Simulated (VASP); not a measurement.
# Ca (Pm-3m) in VASP: density of states with PBEsol

Aim: the density of states of Ca with PBEsol.

All numbers are computed with VASP 6.6.1; they aren't measurements. Logs are shortened: lines on timing, memory, paths and dates and some standing lists are left out, and cuts for length are marked.

## Step 1: The cell of the first run

The structure is cubic, space group Pm-3m (No. 221). The conventional cell has a = 2.551 Å, b = 2.551 Å, c = 2.551 Å, α = 90.00°, β = 90.00°, γ = 90.00°. Ca (site symmetry m-3m) has 6 Ca at 2.55 Å within 3.4 Å.

## Step 2: Density of states, PBEsol (volume scaled by 0.4)

POSCAR reads:

```
Ca
1.0
    2.5508920410      0.0000000000      0.0000000000
    0.0000000000      2.5508920410      0.0000000000
    0.0000000000      0.0000000000      2.5508920410
Ca
1
Direct
    0.0000000000      0.0000000000      0.0000000000
```

INCAR.step1 reads:

```
ALGO = Normal
EDIFF = 1E-7
ENCUT = 520
GGA = PS
ISIF = 2
ISMEAR = -1
LASPH = True
LCHARG = True
LREAL = False
LWAVE = False
NBANDS = 11
NELM = 80
PREC = Accurate
SIGMA = 0.08
```

KPOINTS.step1 reads:

```
k-points
0
Gamma
  11 11 11
```

INCAR.step2 reads:

```
ALGO = Normal
EDIFF = 1E-7
ENCUT = 520
GGA = PS
ICHARG = 11
ISIF = 2
ISMEAR = -5
LASPH = True
LCHARG = False
LORBIT = 11
LREAL = False
LWAVE = False
NBANDS = 11
NEDOS = 1001
NELM = 80
PREC = Accurate
SIGMA = 0.08
```

KPOINTS.step2 reads:

```
k-points
0
Gamma
  17 17 17
```

Potentials or basis: VASP PAW PBE potentials, release 64 (Ca_sv).

The run is started by

```
> cat potpaw_PBE.64/Ca_sv/POTCAR > POTCAR
> cp INCAR.step1 INCAR
> cp KPOINTS.step1 KPOINTS
> mpirun -np 1 vasp_std > vasp.out
> cp INCAR.step2 INCAR
> cp KPOINTS.step2 KPOINTS
> mpirun -np 1 vasp_std > vasp.out
```

OUTCAR:

```text
EDIFF = 1E-7
   ENCUT = 520
   GGA = PS
   ICHARG = 11
   ISIF = 2
   ISMEAR = -5
   LASPH = True
   LORBIT = 11
   LREAL = False
   NELM = 80
   PREC = Accurate

 ion  position               nearest neighbor table
   1  0.000  0.000  0.000-

  LATTYP: Found a simple cubic cell.
 ALAT       =     2.5508920410

  Lattice vectors:

 A1 = (   2.5508920410,   0.0000000000,   0.0000000000)
 A2 = (   0.0000000000,   2.5508920410,   0.0000000000)
 A3 = (   0.0000000000,   0.0000000000,   2.5508920410)

Analysis of symmetry for initial positions (statically):
=====================================================================
 Subroutine PRICEL returns:
 Original cell was already a primitive cell.

 Routine SETGRP: Setting up the symmetry group for a
 simple cubic supercell.

 Subroutine GETGRP returns: Found 48 space group operations
 (whereof 48 operations were pure point group operations)
 out of a pool of 48 trial point group operations.

The static configuration has the point symmetry O_h .

Analysis of symmetry for dynamics (positions and initial velocities):
=====================================================================
 Subroutine PRICEL returns:
 Original cell was already a primitive cell.

 Routine SETGRP: Setting up the symmetry group for a
 simple cubic supercell.

 Subroutine GETGRP returns: Found 48 space group operations
 (whereof 48 operations were pure point group operations)
 out of a pool of 48 trial point group operations.

The dynamic configuration has the point symmetry O_h .

 Subroutine INISYM returns: Found 48 space group operations
 (whereof 48 operations are pure point group operations),
 and found     1 'primitive' translations

----------------------------------------------------------------------------------------

                                     Primitive cell

  volume of cell :      16.5988

  direct lattice vectors                    reciprocal lattice vectors
     2.550892041  0.000000000  0.000000000     0.392019726  0.000000000  0.000000000
     0.000000000  2.550892041  0.000000000     0.000000000  0.392019726  0.000000000
     0.000000000  0.000000000  2.550892041     0.000000000  0.000000000  0.392019726

  length of vectors
     2.550892041  2.550892041  2.550892041     0.392019726  0.392019726  0.392019726

  position of ions in fractional coordinates (direct lattice)
     0.000000000  0.000000000  0.000000000

  ion indices of the primitive-cell ions
   primitive index   ion index
                 1           1

----------------------------------------------------------------------------------------

 KPOINTS: k-points

Automatic generation of k-mesh.
 Grid dimensions read from file:
 generate k-points for:   17   17   17

 Generating k-lattice:

  Cartesian coordinates                     Fractional coordinates (reciprocal lattice)
     0.023059984  0.000000000  0.000000000     0.058823529  0.000000000  0.000000000
     0.000000000  0.023059984  0.000000000     0.000000000  0.058823529  0.000000000
     0.000000000  0.000000000  0.023059984     0.000000000  0.000000000  0.058823529

  Length of vectors
     0.023059984  0.023059984  0.023059984

  Shift w.r.t. Gamma in fractional coordinates (k-lattice)
     0.000000000  0.000000000  0.000000000

 TETIRR: Found   2433 inequivalent tetrahedra from    29478

 Subroutine IBZKPT returns following result:
 ===========================================

 Found    165 irreducible k-points:

 Following reciprocal coordinates:
            Coordinates               Weight
  0.000000  0.000000  0.000000      1.000000
  0.058824  0.000000  0.000000      6.000000
  0.117647  0.000000  0.000000      6.000000
  0.176471  0.000000  0.000000      6.000000
  0.235294  0.000000  0.000000      6.000000
  0.294118  0.000000  0.000000      6.000000
[... 16 lines left out ...]
  0.411765  0.117647  0.000000     24.000000
  0.470588  0.117647  0.000000     24.000000
 [... further k-points ...]
   k-points           NKPTS =    165   k-points in BZ     NKDIM =    165   number of bands    NBANDS=     11
   number of dos      NEDOS =   1001   number of ions     NIONS =      1
   total plane-waves  NPLWV =   8000
   dimension x,y,z NGX =    20 NGY =   20 NGZ =   20
   dimension x,y,z NGXF=    40 NGYF=   40 NGZF=   40
   ions per type =               1
   NGX,Y,Z   is equivalent  to a cutoff of  13.03, 13.03, 13.03 a.u.
   NGXF,Y,Z  is equivalent  to a cutoff of  26.07, 26.07, 26.07 a.u.
 SYSTEM =  unknown system
   PREC   = accura    normal or accurate (medium, high low for compatibility)
   ISTART =      0    job   : 0-new  1-cont  2-samecut
   ICHARG =     11    charge: 1-file 2-atom 10-const
   ISPIN  =      1    spin polarized calculation?
   LNONCOLLINEAR =      F non collinear calculations
   LSORBIT =      F    spin-orbit coupling
   LASPH  =      T    aspherical Exc in radial PAW
   ENCUT  =  520.0 eV  38.22 Ry    6.18 a.u.   4.74  4.74  4.74*2*pi/ulx,y,z
   NELM   =     80;   NELMIN=  2; NELMDL=  0     # of ELM steps
   EDIFF  = 0.1E-06   stopping-criterion for ELM
   LREAL  =      F    real-space projection
   EDIFFG = 0.1E-05   stopping-criterion for IOM
   NSW    =      0    number of steps for IOM
   IBRION =     -1    ionic relax: 0-MD 1-quasi-New 2-CG
   NFREE  =      0    steps in history (QN), initial steepest desc. (CG)
   ISIF   =      2    stress and relaxation
   ISYM   =      2    0-nonsym 1-usesym 2-fastsym
   POTIM  = 0.5000    time-step for ionic-motion
   TEBEG  =    0.0;   TEEND  =   0.0 temperature during run
   PSTRESS=    0.0 pullay stress
   NELECT =      10.0000    total number of electrons
   NUPDOWN=      -1.0000    fix difference up-down
   EMIN   =  10.00;   EMAX   =-10.00  energy-range for DOS
   EFERMI =   0.00;   METHOD = LEGACY
   ISMEAR =    -5;   SIGMA  =   0.08  broadening in eV -4-tet -1-fermi 0-gaus
   EFERMI_NEDOS =   21; number of points for ismear=-14 and -15
   IALGO  =     38    algorithm
   IMIX   =      4    mixing-type and parameters
     AMIX     =   0.40;   BMIX     =  1.00
     AMIX_MAG =   1.60;   BMIX_MAG =  1.00
  volume/ion in A,a.u.               =      16.60       112.01
  Fermi-wavevector in a.u.,A,eV,Ry     =   1.382662  2.612853 26.011002  1.911755
  Thomas-Fermi vector in A             =   2.507333
   LORBIT       =     11    0 simple, 1 ext, 2 COOP (PROOUT), +10 PAW based schemes
   GGA     = PS    functional components
   LHFCALC =     F    Hartree Fock is set to
   AEXX    =    0.0000 exact exchange contribution
   IVDW    =     0    specifies the selected vdW correction
   LEPSILON=     F    determine dielectric tensor
   LRPA    =     F    only Hartree local field effects (RPA)
 non-spin polarized calculation
 Fermi weights with tetrahedron method with Bloechl corrections
  energy-cutoff  :      520.00
  volume of cell :       16.60
 maximum number of plane-waves:       462
 NGX is ok and might be reduce to    20

 number of electron      10.0000000 magnetization

 Free energy of the ion-electron system (eV)
  ---------------------------------------------------
  ext. energy  EPLUGINS =         0.00000000
  ---------------------------------------------------
  free energy    TOTEN  =         0.11688403 eV

  energy without entropy =        0.11688403  energy(sigma->0) =        0.11688403

 E-fermi :   6.9046     XC(G=0): -11.4859

 val. band max:        6.8505288657   @ k =   0.0588   0.0588   0.0000
 cond. band min:       6.8649299645   @ k =   0.0588   0.0000   0.0000
 fundamental gap:      0.0144010988
 Fermi energy:         6.9046237994

 k-point     1 :       0.0000    0.0000    0.0000
  band No.  band energies     occupation
      1     -34.5342      2.00000
      2     -13.9104      2.00000
      3     -13.9104      2.00000
      4     -13.9104      2.00000
      5       2.8472      2.00000
      6       6.7274      2.08546
      7       6.7274      2.58602
      8      15.2982      0.00000
      9      15.2982      0.00000
     10      15.2982      0.00000
     11      24.9185      0.00000

 k-point     2 :       0.0588    0.0000    0.0000
  band No.  band energies     occupation
      1     -34.5160      2.00000
      2     -14.0283      2.00000
      3     -13.9006      2.00000
      4     -13.9006      2.00000
      5       2.9700      2.00000
      6       6.7638      2.12894
      7       6.8649      0.88839
      8      15.1235      0.00000
      9      15.1235      0.00000
     10      15.3100      0.00000
     11      24.3004      0.00000

 k-point     3 :       0.1176    0.0000    0.0000
  band No.  band energies     occupation
      1     -34.4636      2.00000
      2     -14.3567      2.00000
      3     -13.8724      2.00000
      4     -13.8724      2.00000
      5       3.3120      2.00000
      6       6.8699      0.70219
      7       7.2627     -0.02156
      8      14.6580      0.00000
      9      14.6580      0.00000
     10      15.3440      0.00000
     11      22.9893      0.00000

 k-point     4 :       0.1765    0.0000    0.0000
  band No.  band energies     occupation
      1     -34.3827      2.00000
      2     -14.8308      2.00000
      3     -13.8293      2.00000
      4     -13.8293      2.00000
      5       3.8136      2.00000
      6       7.0363     -0.00287
      7       7.8628      0.00000
      8      14.0286      0.00000
      9      14.0286      0.00000
     10      15.3961      0.00000
     11      21.5991      0.00000
[... 239 lines left out ...]
 k-point    22 :       0.3529    0.1176    0.0000
  band No.  band energies     occupation
      1     -34.0128      2.00000
      2     -16.2868      2.00000
      3     -14.0761      2.00000
      4     -13.6368      2.00000
      5       6.0547      2.00000
      6       8.0435      0.00000
      7       9.1279      0.00000
      8      12.3041      0.00000
      9      12.3179      0.00000
     10      15.0657      0.00000
     11      19.5889      0.00000

 k-point    23 :       0.4118    0.1176    0.0000
  band No.  band energies     occupation
      1     -33.9382      2.00000
      2     -16.6137      2.00000
      3     -14.0318      2.00000
      4     -13.5993      2.00000
      5       6.7174      1.79077
      6       8.1489      0.00000
      7       8.8026      0.00000
      8      11.9620      0.00000
      9      12.3553      0.00000
     10      15.1237      0.00000
     11      19.5188      0.00000

 k-point    24 :       0.4706    0.1176    0.0000
  band No.  band energies     occupation
      1     -33.8977      2.00000
      2     -16.7855      2.00000
      3     -14.0079      2.00000
      4     -13.5790      2.00000
      5       7.3554     -0.16511
      6       7.9390      0.00000
      7       8.5761      0.00000
      8      11.7779      0.00000
      9      12.3690      0.00000
     10      15.1552      0.00000
     11      19.6205      0.00000

 [... further k-points ...]
[... 5 lines left out ...]
  --------------------------------------------------------------------------------------
  -------------------------------------------------------------------------------------
  Total        4.9136633      4.9136633      4.9136633     -0.0000000      0.0000000      0.0000000
  in kB      474.2853831    474.2853831    474.2853831     -0.0000000      0.0000000      0.0000000
  external PRESSURE =     474.2853831 kB  Pullay stress =       0.0000000 kB

 VOLUME and BASIS-vectors are now :
 -----------------------------------------------------------------------------
  energy-cutoff  :      520.00
  volume of cell :       16.60
      direct lattice vectors                 reciprocal lattice vectors
     2.550892041  0.000000000  0.000000000     0.392019726  0.000000000  0.000000000
     0.000000000  2.550892041  0.000000000     0.000000000  0.392019726  0.000000000
     0.000000000  0.000000000  2.550892041     0.000000000  0.000000000  0.392019726

 POSITION                                       TOTAL-FORCE (eV/Angst)
 -----------------------------------------------------------------------------------
      0.00000      0.00000      0.00000         0.000000      0.000000      0.000000
 -----------------------------------------------------------------------------------
    total drift:                               -0.000000      0.000000     -0.000000

  FREE ENERGIE OF THE ION-ELECTRON SYSTEM (eV)
  ---------------------------------------------------
  free  energy   TOTEN  =         0.1168840294 eV

  energy  without entropy=        0.1168840294  energy(sigma->0) =        0.11688403

 total charge

# of ion       s       p       d       tot
------------------------------------------
    1        2.111   5.843   0.675   8.628
```

Run time: 46 s. Hardware: 1 thread of Intel Xeon 6975P-C, shared host; peak memory 0.14 GiB.

Results:

| Item | Value |
| --- | --- |
| Valence electrons inside the program's atomic spheres | Ca 8.63 |

Caveat: the PAW data sets were made with another functional, which shifts forces and pressure a little; tetrahedron occupations give inexact forces and stress in metals.
